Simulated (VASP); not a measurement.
# MgF2 (rutile type) (P4_2/mnm) in VASP: notebook

The runs below take MgF2 (rutile type) through single point, with LDA.

Everything below comes from runs of VASP 6.6.1. Logs are shortened: lines on timing, memory, paths and dates and some standing lists are left out, and cuts for length are marked.

## Step 1: The cell of the first run

Symmetry: P4_2/mnm, No. 136, tetragonal system. Conventional cell: a = 4.212 Å, b = 4.212 Å, c = 2.819 Å, α = 90.00°, β = 90.00°, γ = 90.00°. Within 2.4 Å of Mg (site symmetry mmm) lie 6 F at 1.79 to 1.84 Å. F (site symmetry m2m) has 3 Mg at 1.79 to 1.84 Å and 1 F at 2.37 Å within 2.4 Å.

## Step 2: Single point, LDA

Input file INCAR:

```
SYSTEM = MgF2
PREC = Accurate
ENCUT = 600
EDIFF = 1E-6
ISMEAR = -1
SIGMA = 0.1
LREAL = .FALSE.
LASPH = .TRUE.
NELM = 120
ALGO = Normal
ISIF = 2
LWAVE = .FALSE.
LCHARG = .TRUE.
GGA = CA
LELF = .TRUE.
LVHAR = .TRUE.
NBANDS = 25
GGA_COMPAT = .FALSE.
```

Input file KPOINTS:

```
Automatic mesh
0
G
  7 7 10
  0 0 0
```

Input file POSCAR:

```
MgF2
1.0
    4.2120035401      0.0000000000      0.0000000000
    0.0000000000      4.2120035401      0.0000000000
    0.0000000000      0.0000000000      2.8194433366
Mg F
2 4
Direct
    0.0000000000      0.0000000000      0.0000000000
    0.5000000000      0.5000000000      0.5000000000
    0.3009629877      0.3009629877      0.0000000000
    0.6990370123      0.6990370123      0.0000000000
    0.8009629877      0.1990370123      0.5000000000
    0.1990370123      0.8009629877      0.5000000000
```

Potentials or basis: VASP PAW LDA potentials, release 64 (Mg, F).

The run is started by

```
cat potpaw_LDA.64/Mg/POTCAR potpaw_LDA.64/F/POTCAR > POTCAR
mpirun -np 1 vasp_std > vasp.out
```

OUTCAR:

```text
SYSTEM = MgF2
   PREC = Accurate
   ENCUT = 600
   EDIFF = 1E-6
   ISMEAR = -1
   LREAL = .FALSE.
   LASPH = .TRUE.
   NELM = 120
   ISIF = 2
   GGA = CA

 ion  position               nearest neighbor table
   1  0.000  0.000  0.000-   3 1.79   4 1.79   5 1.84   6 1.84   5 1.84   6 1.84   2 3.30   2 3.30
                             2 3.30   2 3.30   2 3.30   2 3.30   2 3.30   2 3.30
   2  0.500  0.500  0.500-   5 1.79   6 1.79   3 1.84   4 1.84   3 1.84   4 1.84   1 3.30   1 3.30
                             1 3.30   1 3.30   1 3.30   1 3.30   1 3.30   1 3.30
   3  0.301  0.301  0.000-   1 1.79   2 1.84   2 1.84
   4  0.699  0.699  0.000-   1 1.79   2 1.84   2 1.84
   5  0.801  0.199  0.500-   2 1.79   1 1.84   1 1.84
   6  0.199  0.801  0.500-   2 1.79   1 1.84   1 1.84

  LATTYP: Found a simple tetragonal cell.
 ALAT       =     4.2120035401
 C/A-ratio  =     0.6693829456

  Lattice vectors:

 A1 = (   4.2120035401,   0.0000000000,   0.0000000000)
 A2 = (   0.0000000000,   4.2120035401,   0.0000000000)
 A3 = (   0.0000000000,   0.0000000000,   2.8194433366)

Analysis of symmetry for initial positions (statically):
=====================================================================
 Subroutine PRICEL returns:
 Original cell was already a primitive cell.

 Routine SETGRP: Setting up the symmetry group for a
 simple tetragonal supercell.

 Subroutine GETGRP returns: Found 16 space group operations
 (whereof  8 operations were pure point group operations)
 out of a pool of 16 trial point group operations.

The static configuration has the point symmetry D_2h.
 The point group associated with its full space group is D_4h.

Analysis of symmetry for dynamics (positions and initial velocities):
=====================================================================
 Subroutine PRICEL returns:
 Original cell was already a primitive cell.

 Routine SETGRP: Setting up the symmetry group for a
 simple tetragonal supercell.

 Subroutine GETGRP returns: Found 16 space group operations
 (whereof  8 operations were pure point group operations)
 out of a pool of 16 trial point group operations.

The dynamic configuration has the point symmetry D_2h.
 The point group associated with its full space group is D_4h.

 Subroutine INISYM returns: Found 16 space group operations
 (whereof  8 operations are pure point group operations),
 and found     1 'primitive' translations

----------------------------------------------------------------------------------------

                                     Primitive cell

  volume of cell :      50.0197

  direct lattice vectors                    reciprocal lattice vectors
     4.212003540  0.000000000  0.000000000     0.237416705  0.000000000  0.000000000
     0.000000000  4.212003540  0.000000000     0.000000000  0.237416705  0.000000000
     0.000000000  0.000000000  2.819443337     0.000000000  0.000000000  0.354679942

  length of vectors
     4.212003540  4.212003540  2.819443337     0.237416705  0.237416705  0.354679942

  position of ions in fractional coordinates (direct lattice)
     0.000000000  0.000000000  0.000000000
     0.500000000  0.500000000  0.500000000
     0.300962988  0.300962988  0.000000000
     0.699037012  0.699037012  0.000000000
     0.800962988  0.199037012  0.500000000
     0.199037012  0.800962988  0.500000000

  ion indices of the primitive-cell ions
   primitive index   ion index
                 1           1
                 2           2
                 3           3
                 4           4
                 5           5
                 6           6

----------------------------------------------------------------------------------------

 KPOINTS: Automatic mesh

Automatic generation of k-mesh.
 Grid dimensions read from file:
 generate k-points for:    7    7   10

 Generating k-lattice:

  Cartesian coordinates                     Fractional coordinates (reciprocal lattice)
     0.033916672  0.000000000  0.000000000     0.142857143  0.000000000  0.000000000
     0.000000000  0.033916672  0.000000000     0.000000000  0.142857143  0.000000000
     0.000000000  0.000000000  0.035467994     0.000000000  0.000000000  0.100000000

  Length of vectors
     0.033916672  0.033916672  0.035467994

  Shift w.r.t. Gamma in fractional coordinates (k-lattice)
     0.000000000  0.000000000  0.000000000

 Subroutine IBZKPT returns following result:
 ===========================================

 Found     60 irreducible k-points:

 Following reciprocal coordinates:
            Coordinates               Weight
  0.000000  0.000000  0.000000      1.000000
  0.142857  0.000000  0.000000      4.000000
  0.285714  0.000000  0.000000      4.000000
  0.428571  0.000000  0.000000      4.000000
  0.142857  0.142857  0.000000      4.000000
  0.285714  0.142857  0.000000      8.000000
[... 16 lines left out ...]
  0.285714  0.000000  0.200000      8.000000
  0.428571  0.000000  0.200000      8.000000
 [... further k-points ...]
   k-points           NKPTS =     60   k-points in BZ     NKDIM =     60   number of bands    NBANDS=     25
   number of dos      NEDOS =    301   number of ions     NIONS =      6
   total plane-waves  NPLWV =  31104
   dimension x,y,z NGX =    36 NGY =   36 NGZ =   24
   dimension x,y,z NGXF=    72 NGYF=   72 NGZF=   48
   ions per type =               2   4
   NGX,Y,Z   is equivalent  to a cutoff of  14.21, 14.21, 14.15 a.u.
   NGXF,Y,Z  is equivalent  to a cutoff of  28.42, 28.42, 28.30 a.u.
 SYSTEM =  MgF2
   PREC   = accura    normal or accurate (medium, high low for compatibility)
   ISTART =      0    job   : 0-new  1-cont  2-samecut
   ICHARG =      2    charge: 1-file 2-atom 10-const
   ISPIN  =      1    spin polarized calculation?
   LNONCOLLINEAR =      F non collinear calculations
   LSORBIT =      F    spin-orbit coupling
   LASPH  =      T    aspherical Exc in radial PAW
   ENCUT  =  600.0 eV  44.10 Ry    6.64 a.u.   8.41  8.41  5.63*2*pi/ulx,y,z
   NELM   =    120;   NELMIN=  2; NELMDL= -5     # of ELM steps
   EDIFF  = 0.1E-05   stopping-criterion for ELM
   LREAL  =      F    real-space projection
   EDIFFG = 0.1E-04   stopping-criterion for IOM
   NSW    =      0    number of steps for IOM
   IBRION =     -1    ionic relax: 0-MD 1-quasi-New 2-CG
   NFREE  =      0    steps in history (QN), initial steepest desc. (CG)
   ISIF   =      2    stress and relaxation
   ISYM   =      2    0-nonsym 1-usesym 2-fastsym
   POTIM  = 0.5000    time-step for ionic-motion
   TEBEG  =    0.0;   TEEND  =   0.0 temperature during run
   PSTRESS=    0.0 pullay stress
   NELECT =      32.0000    total number of electrons
   NUPDOWN=      -1.0000    fix difference up-down
   EMIN   =  10.00;   EMAX   =-10.00  energy-range for DOS
   EFERMI =   0.00;   METHOD = LEGACY
   ISMEAR =    -1;   SIGMA  =   0.10  broadening in eV -4-tet -1-fermi 0-gaus
   EFERMI_NEDOS =   21; number of points for ismear=-14 and -15
   IALGO  =     38    algorithm
   IMIX   =      4    mixing-type and parameters
     AMIX     =   0.40;   BMIX     =  1.00
     AMIX_MAG =   1.60;   BMIX_MAG =  1.00
  volume/ion in A,a.u.               =       8.34        56.26
  Fermi-wavevector in a.u.,A,eV,Ry     =   1.410624  2.665693 27.073683  1.989860
  Thomas-Fermi vector in A             =   2.532559
   LORBIT       =      0    0 simple, 1 ext, 2 COOP (PROOUT), +10 PAW based schemes
   GGA     = CA    functional components
   LHFCALC =     F    Hartree Fock is set to
   AEXX    =    0.0000 exact exchange contribution
   IVDW    =     0    specifies the selected vdW correction
   LEPSILON=     F    determine dielectric tensor
   LRPA    =     F    only Hartree local field effects (RPA)
 non-spin polarized calculation
  energy-cutoff  :      600.00
  volume of cell :       50.02
 maximum number of plane-waves:      1682
 NGX is ok and might be reduce to    36
   NGX = 17   NGY = 17   NGZ = 11

 number of electron      31.9999996 magnetization

 Free energy of the ion-electron system (eV)
  ---------------------------------------------------
  ext. energy  EPLUGINS =         0.00000000
  ---------------------------------------------------
  free energy    TOTEN  =       -33.88670125 eV

  energy without entropy =      -33.88670125  energy(sigma->0) =      -33.88670125

 E-fermi :   2.3796     XC(G=0): -11.8428

 val. band max:        0.3592016125   @ k =   0.0000   0.0000   0.0000
 cond. band min:       9.1433090735   @ k =   0.0000   0.0000   0.0000
 fundamental gap:      8.7841074610
 Fermi energy:         2.3795776179

 k-point     1 :       0.0000    0.0000    0.0000
  band No.  band energies     occupation
      1     -21.2623      2.00000
      2     -19.7155      2.00000
      3     -19.7155      2.00000
      4     -19.5441      2.00000
      5      -4.9335      2.00000
      6      -3.5721      2.00000
[... 17 lines left out ...]
     24      22.1952      0.00000
     25      22.1970      0.00000

 k-point     2 :       0.1429    0.0000    0.0000
  band No.  band energies     occupation
      1     -21.2007      2.00000
      2     -19.8451      2.00000
      3     -19.6997      2.00000
      4     -19.5089      2.00000
      5      -4.8288      2.00000
      6      -3.4853      2.00000
[... 17 lines left out ...]
     24      21.9066      0.00000
     25      22.0914      0.00000

 k-point     3 :       0.2857    0.0000    0.0000
  band No.  band energies     occupation
      1     -21.0237      2.00000
      2     -20.1116      2.00000
      3     -19.6564      2.00000
      4     -19.5010      2.00000
      5      -4.5653      2.00000
      6      -3.3310      2.00000
[... 17 lines left out ...]
     24      21.3039      0.00000
     25      21.6491      0.00000

 k-point     4 :       0.4286    0.0000    0.0000
  band No.  band energies     occupation
      1     -20.7551      2.00000
      2     -20.4339      2.00000
      3     -19.5965      2.00000
      4     -19.5374      2.00000
      5      -4.2205      2.00000
      6      -3.8089      2.00000
[... 17 lines left out ...]
     24      20.9149      0.00000
     25      21.0126      0.00000

 k-point     5 :       0.1429    0.1429    0.0000
  band No.  band energies     occupation
      1     -21.1411      2.00000
      2     -19.8891      2.00000
      3     -19.7434      2.00000
      4     -19.4974      2.00000
      5      -4.7272      2.00000
      6      -3.4202      2.00000
[... 17 lines left out ...]
     24      21.7006      0.00000
     25      22.0604      0.00000

 k-point     6 :       0.2857    0.1429    0.0000
  band No.  band energies     occupation
      1     -20.9702      2.00000
      2     -20.1051      2.00000
      3     -19.7183      2.00000
      4     -19.5140      2.00000
      5      -4.4727      2.00000
      6      -3.3614      2.00000
[... 17 lines left out ...]
     24      21.2804      0.00000
     25      21.7283      0.00000
[... 393 lines left out ...]
 k-point    21 :       0.0000    0.0000    0.2000
  band No.  band energies     occupation
      1     -21.0141      2.00000
      2     -19.6727      2.00000
      3     -19.6727      2.00000
      4     -19.5976      2.00000
      5      -4.6044      2.00000
      6      -3.1862      2.00000
[... 17 lines left out ...]
     24      20.1134      0.00000
     25      21.3769      0.00000

 k-point    22 :       0.1429    0.0000    0.2000
  band No.  band energies     occupation
      1     -20.9593      2.00000
      2     -19.7915      2.00000
      3     -19.6625      2.00000
      4     -19.5551      2.00000
      5      -4.5131      2.00000
      6      -3.1882      2.00000
[... 17 lines left out ...]
     24      20.0675      0.00000
     25      21.2531      0.00000

 k-point    23 :       0.2857    0.0000    0.2000
  band No.  band energies     occupation
      1     -20.8026      2.00000
      2     -20.0147      2.00000
      3     -19.6347      2.00000
      4     -19.5415      2.00000
      5      -4.2725      2.00000
      6      -3.2389      2.00000
[... 17 lines left out ...]
     24      19.9051      0.00000
     25      20.7506      0.00000

 k-point    24 :       0.4286    0.0000    0.2000
  band No.  band energies     occupation
      1     -20.5668      2.00000
      2     -20.2887      2.00000
      3     -19.5970      2.00000
      4     -19.5611      2.00000
      5      -3.9634      2.00000
      6      -3.6279      2.00000
[... 17 lines left out ...]
     24      19.7308      0.00000
     25      20.1420      0.00000

 [... further k-points ...]

------------------------ aborting loop because EDIFF is reached ----------------------------------------

  FORCE on cell =-STRESS in cart. coord.  units (eV):
  Direction    XX          YY          ZZ          XY          YZ          ZX
  --------------------------------------------------------------------------------------
  -------------------------------------------------------------------------------------
  Total       12.2679140     12.2679140     12.2469485      0.0000000      0.0000000      0.0000000
  in kB      392.9528818    392.9528818    392.2813378      0.0000000      0.0000000      0.0000000
  external PRESSURE =     392.7290338 kB  Pullay stress =       0.0000000 kB

 VOLUME and BASIS-vectors are now :
 -----------------------------------------------------------------------------
  energy-cutoff  :      600.00
  volume of cell :       50.02
      direct lattice vectors                 reciprocal lattice vectors
     4.212003540  0.000000000  0.000000000     0.237416705  0.000000000  0.000000000
     0.000000000  4.212003540  0.000000000     0.000000000  0.237416705  0.000000000
     0.000000000  0.000000000  2.819443337     0.000000000  0.000000000  0.354679942

 POSITION                                       TOTAL-FORCE (eV/Angst)
 -----------------------------------------------------------------------------------
      0.00000      0.00000      0.00000         0.000000      0.000000     -0.000000
      2.10600      2.10600      1.40972         0.000000      0.000000     -0.000000
      1.26766      1.26766      0.00000         0.011752      0.011752     -0.000000
      2.94435      2.94435      0.00000        -0.011752     -0.011752      0.000000
      3.37366      0.83834      1.40972         0.011752     -0.011752      0.000000
      0.83834      3.37366      1.40972        -0.011752      0.011752     -0.000000
 -----------------------------------------------------------------------------------
    total drift:                                0.000000      0.000000      0.000000

  FREE ENERGIE OF THE ION-ELECTRON SYSTEM (eV)
  ---------------------------------------------------
  free  energy   TOTEN  =       -33.8867012488 eV

  energy  without entropy=      -33.8867012486  energy(sigma->0) =      -33.88670125
```

Wall time 36 s (1 thread of AMD EPYC 9R45 (Zen 5), shared host); peak memory 0.17 GiB.

What came out:

| Item | Value |
| --- | --- |
| Free energy | -33.8867 eV |
| Pressure | 39.3 GPa |
| Largest force | 0.017 eV/Å |
| Band gap on the k mesh | 8.78 eV, direct |

Forces in eV/Å, atoms in the order of the input:
```
Mg   0.000  0.000  0.000
Mg   0.000  0.000  0.000
F    0.012  0.012  0.000
F   -0.012 -0.012  0.000
F    0.012 -0.012  0.000
F   -0.012  0.012  0.000
```

Levels at points of the mesh, in eV from the valence-band top:
```
           k point  band 14  band 15  band 16  band 17  band 18  band 19
(0.00, 0.00, 0.00)    -0.34    -0.34     0.00     8.78    13.65    13.65
(0.00, 0.00, 0.50)    -1.78    -1.24    -1.24    13.74    13.74    16.40
```

A k mesh can miss the band edges.

[end of part 1 of 2]
